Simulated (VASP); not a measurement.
BiSb4O, 6 atoms in the cell. The structure is hexagonal, space group P6/mmm (No. 191). The conventional cell has a = 5.201 Å, b = 5.201 Å, c = 6.382 Å, α = 90.00°, β = 90.00°, γ = 120.00°. Within 3.9 Å of Sb (site symmetry 3m) lie 5 Sb at 2.93 to 3.45 Å and 3 O at 3.34 Å and 3 Bi at 3.46 Å. Bi (site symmetry 6/mmm) has 2 O at 3.19 Å and 12 Sb at 3.46 Å within 4.2 Å. O (site symmetry 6/mmm) has 2 Bi at 3.19 Å and 12 Sb at 3.34 Å within 4.2 Å. The cell was built from a structure type or drawn by symmetry, and may not be a known phase.

| Item | Value |
| --- | --- |
| Program | VASP 6.6.1 |
| Task | single point |
| Functional | PBE |
| Potentials or basis | VASP PAW PBE potentials, release 64 (Sb, Bi_d, O) |
| Cutoff | 520 eV |
| k mesh | 6 × 6 × 2 |
| Occupations | gaussian, width 0.1 eV |
| Spin | no spin polarisation |
| Dipole correction | no |
| Further INCAR settings | ALGO = Normal; EDIFF = 1e-06; NBANDS = 30 |

Potentials or basis: VASP PAW PBE potentials, release 64 (Sb, Bi_d, O).

Run with:

```console
$ cat potpaw_PBE.64/Sb/POTCAR potpaw_PBE.64/Bi_d/POTCAR potpaw_PBE.64/O/POTCAR > POTCAR
$ mpirun -np 1 vasp_std > vasp.out
```

Hardware: 1 thread of Intel(R) Xeon(R) 6975P-C (Granite Rapids), with other jobs on the host.

**Question.** How long does it take, and how much memory?

**Answer.** It took 42 s on 1 thread of Intel(R) Xeon(R) 6975P-C (Granite Rapids), on a shared host, peak memory 0.28 GiB. Counts: scf iterations 19, k points 14.
